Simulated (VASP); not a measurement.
# HfB (Fm-3m) in VASP: further runs

Runs on HfB. Level: PBE+D4. Tasks: single point.

All numbers are computed with VASP 6.6.1; they aren't measurements. Logs are shortened: lines on timing, memory, paths and dates and some standing lists are left out, and cuts for length are marked.

### 1 The cell of the first run

The structure is cubic, space group Fm-3m (No. 225). The conventional cell has a = 4.798 Å, b = 4.798 Å, c = 4.798 Å, α = 90.00°, β = 90.00°, γ = 90.00°. Within 3.2 Å of Hf (site symmetry m-3m) lie 6 B at 2.40 Å. Within 3.2 Å of B (site symmetry m-3m) lie 6 Hf at 2.40 Å.

### 2 Single point, PBE+D4

File INCAR:

```
PREC     = Accurate       # precision mode
ENCUT    = 500            # plane-wave cutoff, eV
EDIFF    = 1E-6           # SCF threshold, eV
ISMEAR   = 0              # smearing method
SIGMA    = 0.05           # smearing width, eV
LREAL    = False          # projectors in reciprocal space
LASPH    = True           # aspherical terms in the spheres
NELM     = 120            # most SCF steps
ALGO     = Normal         # electronic algorithm
ISIF     = 2              # what is computed and relaxed
LWAVE    = False          # write WAVECAR
LCHARG   = False          # write CHGCAR
GGA      = PE             # functional
IVDW     = 13             # dispersion correction
NBANDS   = 14             # bands
GGA_COMPAT= False
```

File KPOINTS:

```
Automatic mesh
0
Gamma
  8 8 8
```

File POSCAR:

```
HfB
1.0
    0.0000000000      2.3989328589      2.3989328589
    2.3989328589      0.0000000000      2.3989328589
    2.3989328589      2.3989328589      0.0000000000
Hf B
1 1
Direct
    0.5000000000      0.5000000000      0.5000000000
    0.0000000000      0.0000000000      0.0000000000
```

Potentials or basis: VASP PAW PBE potentials, release 64 (Hf_pv, B).

Launch:

```console
$ cat potpaw_PBE.64/Hf_pv/POTCAR potpaw_PBE.64/B/POTCAR > POTCAR
$ mpirun -np 1 vasp_std > vasp.out
```

OUTCAR:

```text
PREC = Accurate
   ENCUT = 500
   EDIFF = 1E-6
   ISMEAR = 0
   LREAL = False
   LASPH = True
   NELM = 120
   ISIF = 2
   GGA = PE
   IVDW = 13

 ion  position               nearest neighbor table
   1  0.500  0.500  0.500-   2 2.40   2 2.40   2 2.40   2 2.40   2 2.40   2 2.40
   2  0.000  0.000  0.000-   1 2.40   1 2.40   1 2.40   1 2.40   1 2.40   1 2.40

  LATTYP: Found a face centered cubic cell.
 ALAT       =     4.7978657178

  Lattice vectors:

 A1 = (   0.0000000000,   2.3989328589,   2.3989328589)
 A2 = (   2.3989328589,   0.0000000000,   2.3989328589)
 A3 = (   2.3989328589,   2.3989328589,   0.0000000000)

Analysis of symmetry for initial positions (statically):
=====================================================================
 Subroutine PRICEL returns:
 Original cell was already a primitive cell.

 Routine SETGRP: Setting up the symmetry group for a
 face centered cubic supercell.

 Subroutine GETGRP returns: Found 48 space group operations
 (whereof 48 operations were pure point group operations)
 out of a pool of 48 trial point group operations.

The static configuration has the point symmetry O_h .

Analysis of symmetry for dynamics (positions and initial velocities):
=====================================================================
 Subroutine PRICEL returns:
 Original cell was already a primitive cell.

 Routine SETGRP: Setting up the symmetry group for a
 face centered cubic supercell.

 Subroutine GETGRP returns: Found 48 space group operations
 (whereof 48 operations were pure point group operations)
 out of a pool of 48 trial point group operations.

The dynamic configuration has the point symmetry O_h .

 Subroutine INISYM returns: Found 48 space group operations
 (whereof 48 operations are pure point group operations),
 and found     1 'primitive' translations

----------------------------------------------------------------------------------------

                                     Primitive cell

  volume of cell :      27.6111

  direct lattice vectors                    reciprocal lattice vectors
     0.000000000  2.398932859  2.398932859    -0.208426008  0.208426008  0.208426008
     2.398932859  0.000000000  2.398932859     0.208426008 -0.208426008  0.208426008
     2.398932859  2.398932859  0.000000000     0.208426008  0.208426008 -0.208426008

  length of vectors
     3.392603384  3.392603384  3.392603384     0.361004436  0.361004436  0.361004436

  position of ions in fractional coordinates (direct lattice)
     0.500000000  0.500000000  0.500000000
     0.000000000  0.000000000  0.000000000

  ion indices of the primitive-cell ions
   primitive index   ion index
                 1           1
                 2           2

----------------------------------------------------------------------------------------

 KPOINTS: Automatic mesh

Automatic generation of k-mesh.
 Grid dimensions read from file:
 generate k-points for:    8    8    8

 Generating k-lattice:

  Cartesian coordinates                     Fractional coordinates (reciprocal lattice)
    -0.026053251  0.026053251  0.026053251     0.125000000  0.000000000  0.000000000
     0.026053251 -0.026053251  0.026053251     0.000000000  0.125000000  0.000000000
     0.026053251  0.026053251 -0.026053251     0.000000000  0.000000000  0.125000000

  Length of vectors
     0.045125555  0.045125555  0.045125555

  Shift w.r.t. Gamma in fractional coordinates (k-lattice)
     0.000000000  0.000000000  0.000000000

 Subroutine IBZKPT returns following result:
 ===========================================

 Found     29 irreducible k-points:

 Following reciprocal coordinates:
            Coordinates               Weight
  0.000000  0.000000  0.000000      1.000000
  0.125000  0.000000  0.000000      8.000000
  0.250000  0.000000  0.000000      8.000000
  0.375000  0.000000  0.000000      8.000000
  0.500000  0.000000  0.000000      4.000000
  0.125000  0.125000  0.000000      6.000000
[... 16 lines left out ...]
  0.500000  0.250000  0.125000     48.000000
 -0.375000  0.250000  0.125000     24.000000
 [... further k-points ...]
   k-points           NKPTS =     29   k-points in BZ     NKDIM =     29   number of bands    NBANDS=     14
   number of dos      NEDOS =    301   number of ions     NIONS =      2
   total plane-waves  NPLWV =  21952
   dimension x,y,z NGX =    28 NGY =   28 NGZ =   28
   dimension x,y,z NGXF=    56 NGYF=   56 NGZF=   56
   ions per type =               1   1
   NGX,Y,Z   is equivalent  to a cutoff of  13.72, 13.72, 13.72 a.u.
   NGXF,Y,Z  is equivalent  to a cutoff of  27.44, 27.44, 27.44 a.u.
 SYSTEM =  unknown system
   PREC   = accura    normal or accurate (medium, high low for compatibility)
   ISTART =      0    job   : 0-new  1-cont  2-samecut
   ICHARG =      2    charge: 1-file 2-atom 10-const
   ISPIN  =      1    spin polarized calculation?
   LNONCOLLINEAR =      F non collinear calculations
   LSORBIT =      F    spin-orbit coupling
   LASPH  =      T    aspherical Exc in radial PAW
   ENCUT  =  500.0 eV  36.75 Ry    6.06 a.u.   6.19  6.19  6.19*2*pi/ulx,y,z
   NELM   =    120;   NELMIN=  2; NELMDL= -5     # of ELM steps
   EDIFF  = 0.1E-05   stopping-criterion for ELM
   LREAL  =      F    real-space projection
   EDIFFG = 0.1E-04   stopping-criterion for IOM
   NSW    =      0    number of steps for IOM
   IBRION =     -1    ionic relax: 0-MD 1-quasi-New 2-CG
   NFREE  =      0    steps in history (QN), initial steepest desc. (CG)
   ISIF   =      2    stress and relaxation
   ISYM   =      2    0-nonsym 1-usesym 2-fastsym
   POTIM  = 0.5000    time-step for ionic-motion
   TEBEG  =    0.0;   TEEND  =   0.0 temperature during run
   PSTRESS=    0.0 pullay stress
   NELECT =      13.0000    total number of electrons
   NUPDOWN=      -1.0000    fix difference up-down
   EMIN   =  10.00;   EMAX   =-10.00  energy-range for DOS
   EFERMI =   0.00;   METHOD = LEGACY
   ISMEAR =     0;   SIGMA  =   0.05  broadening in eV -4-tet -1-fermi 0-gaus
   EFERMI_NEDOS =   21; number of points for ismear=-14 and -15
   IALGO  =     38    algorithm
   IMIX   =      4    mixing-type and parameters
     AMIX     =   0.40;   BMIX     =  1.00
     AMIX_MAG =   1.60;   BMIX_MAG =  1.00
  volume/ion in A,a.u.               =      13.81        93.16
  Fermi-wavevector in a.u.,A,eV,Ry     =   1.273585  2.406726 22.068897  1.622018
  Thomas-Fermi vector in A             =   2.406400
   LORBIT       =      0    0 simple, 1 ext, 2 COOP (PROOUT), +10 PAW based schemes
   GGA     = PE    functional components
   LHFCALC =     F    Hartree Fock is set to
   AEXX    =    0.0000 exact exchange contribution
   IVDW    =    13    specifies the selected vdW correction
   LEPSILON=     F    determine dielectric tensor
   LRPA    =     F    only Hartree local field effects (RPA)
 non-spin polarized calculation
 Gauss-broadening in eV      SIGMA  =   0.05
  energy-cutoff  :      500.00
  volume of cell :       27.61
 maximum number of plane-waves:       725
 NGX is ok and might be reduce to    28
   NGX = 13   NGY = 13   NGZ = 13

 number of electron      13.0000000 magnetization

 Free energy of the ion-electron system (eV)
  ---------------------------------------------------
  ext. energy  EPLUGINS =         0.00000000
  ---------------------------------------------------
  free energy    TOTEN  =       -17.44331538 eV

  energy without entropy =      -17.44171934  energy(sigma->0) =      -17.44251736

 E-fermi :   4.4969     XC(G=0): -11.7695

 val. band max:        4.4527388653   @ k =   0.2500   0.0000   0.0000
 cond. band min:       4.5398800632   @ k =   0.3750   0.2500   0.1250
 fundamental gap:      0.0871411979
 Fermi energy:         4.4969008366

 k-point     1 :       0.0000    0.0000    0.0000
  band No.  band energies     occupation
      1     -24.4762      2.00000
      2     -24.4762      2.00000
      3     -24.4762      2.00000
      4      -4.7740      2.00000
      5       6.4984      0.00000
      6       6.4984      0.00000
      7       6.4984      0.00000
      8       8.0645      0.00000
      9       8.0645      0.00000
     10       8.0645      0.00000
     11       8.2206      0.00000
     12       8.2206      0.00000
     13      15.6575      0.00000
     14      15.7538      0.00000

 k-point     2 :       0.1250    0.0000    0.0000
  band No.  band energies     occupation
      1     -24.5493      2.00000
      2     -24.4841      2.00000
      3     -24.4841      2.00000
      4      -4.3865      2.00000
      5       5.3011      0.00000
      6       5.8534      0.00000
      7       5.8534      0.00000
      8       7.1789      0.00000
      9       7.1789      0.00000
     10       8.5748      0.00000
     11      10.5407      0.00000
     12      10.5407      0.00000
     13      16.2638      0.00000
     14      16.6157      0.00000

 k-point     3 :       0.2500    0.0000    0.0000
  band No.  band energies     occupation
      1     -24.7213      2.00000
      2     -24.5031      2.00000
      3     -24.5031      2.00000
      4      -3.3191      2.00000
      5       3.4325      2.00000
      6       4.4527      1.78837
      7       4.4527      1.78837
      8       8.0944      0.00000
      9       8.0944      0.00000
     10       9.0848      0.00000
     11      13.2412      0.00000
     12      13.2412      0.00000
     13      16.5266      0.00000
     14      18.5521      0.00000
[... 324 lines left out ...]
 k-point    23 :       0.5000    0.2500    0.1250
  band No.  band energies     occupation
      1     -24.8476      2.00000
      2     -24.6436      2.00000
      3     -24.5567      2.00000
      4      -1.3917      2.00000
      5       1.5614      2.00000
      6       3.3606      2.00000
      7       3.9527      2.00000
      8       8.1611      0.00000
      9      10.4889      0.00000
     10      10.8921      0.00000
     11      12.7262      0.00000
     12      15.0587      0.00000
     13      17.4158      0.00000
     14      18.3010      0.00000

 k-point    24 :      -0.3750    0.2500    0.1250
  band No.  band energies     occupation
      1     -24.8866      2.00000
      2     -24.6571      2.00000
      3     -24.5716      2.00000
      4      -0.6067      2.00000
      5       0.8712      2.00000
      6       3.2197      2.00000
      7       3.7496      2.00000
      8       9.3516      0.00000
      9       9.4406      0.00000
     10      10.9429      0.00000
     11      14.5141      0.00000
     12      14.6690      0.00000
     13      15.9407      0.00000
     14      18.8824      0.00000

 [... further k-points ...]

------------------------ aborting loop because EDIFF is reached ----------------------------------------

  DFT-D4 for vdW energy calculation

  Edisp (eV):   -0.55523

  FORCE on cell =-STRESS in cart. coord.  units (eV):
  Direction    XX          YY          ZZ          XY          YZ          ZX
  --------------------------------------------------------------------------------------
  -------------------------------------------------------------------------------------
  Total       0.07543     0.07543     0.07543     0.00000     0.00000    -0.00000
  in kB       4.37710     4.37710     4.37710     0.00000     0.00000    -0.00000
  external pressure =        4.38 kB  Pullay stress =        0.00 kB

 VOLUME and BASIS-vectors are now :
 -----------------------------------------------------------------------------
  energy-cutoff  :      500.00
  volume of cell :       27.61
      direct lattice vectors                 reciprocal lattice vectors
     0.000000000  2.398932859  2.398932859    -0.208426008  0.208426008  0.208426008
     2.398932859  0.000000000  2.398932859     0.208426008 -0.208426008  0.208426008
     2.398932859  2.398932859  0.000000000     0.208426008  0.208426008 -0.208426008

 POSITION                                       TOTAL-FORCE (eV/Angst)
 -----------------------------------------------------------------------------------
      2.39893      2.39893      2.39893         0.000000     -0.000000     -0.000000
      0.00000      0.00000      0.00000        -0.000000      0.000000      0.000000
 -----------------------------------------------------------------------------------
    total drift:                                0.000000      0.000000      0.000000

  FREE ENERGIE OF THE ION-ELECTRON SYSTEM (eV)
  ---------------------------------------------------
  free  energy   TOTEN  =       -17.9985498834 eV

  energy  without entropy=      -17.9969538361  energy(sigma->0) =      -17.99775186
```

It took 13 s on 1 thread of Intel Xeon 6975P-C, shared host; peak memory 0.16 GiB.

What came out:

```yaml
Free_energy: -17.9985 eV
Pressure: 0.4 GPa
Dispersion_energy_per_atom: -0.278 eV
```

Caveat: spin-orbit coupling is left out, which moves the levels of the heavy elements; pairwise dispersion overbinds metals, which lowers pressure and volume.

### 3 Single point, PBE+D4

File INCAR:

```
PREC = Accurate
ENCUT = 500
EDIFF = 1E-6
ISMEAR = 0
SIGMA = 0.05
LREAL = F
LASPH = T
NELM = 120
ALGO = Normal
ISIF = 2
LWAVE = F
LCHARG = F
GGA = PE
IVDW = 13
NBANDS = 14
GGA_COMPAT = F
```

KPOINTS is that of step 2.

File POSCAR:

```
HfB
1.0
    0.0000000000      2.4002459682      2.4002459682
    2.4002459682      0.0000000000      2.4002459682
    2.4002459682      2.4002459682      0.0000000000
Hf B
1 1
Direct
    0.5000000000      0.5000000000      0.5000000000
    0.0000000000      0.0000000000      0.0000000000
```

Potentials or basis: VASP PAW PBE potentials, release 64 (Hf_pv, B).

Launch:

```console
$ cat potpaw_PBE.64/Hf_pv/POTCAR potpaw_PBE.64/B/POTCAR > POTCAR
$ mpirun -np 1 vasp_std > vasp.out
```

Wall time 12 s (1 thread of Intel Xeon 6975P-C, shared host); peak memory 0.16 GiB.

Results (log left out):

* Free energy: -17.9987 eV
* Pressure: 0.1 GPa
* Dispersion energy per atom: -0.277 eV

Levels at points of the mesh, in eV from the Fermi level:
```
           k point  band 5  band 6  band 7  band 8  band 9  band 10
(0.00, 0.00, 0.00)    2.00    2.00    2.00    3.56    3.56     3.56
(0.50, 0.00, 0.00)   -4.50   -1.25   -1.25    5.71    5.71     6.57
(0.50, 0.50, 0.00)   -1.28   -0.90    1.93    1.93    5.45     6.87
```

Caveat: spin-orbit coupling is left out, which moves the levels of the heavy elements; pairwise dispersion overbinds metals, which lowers pressure and volume.
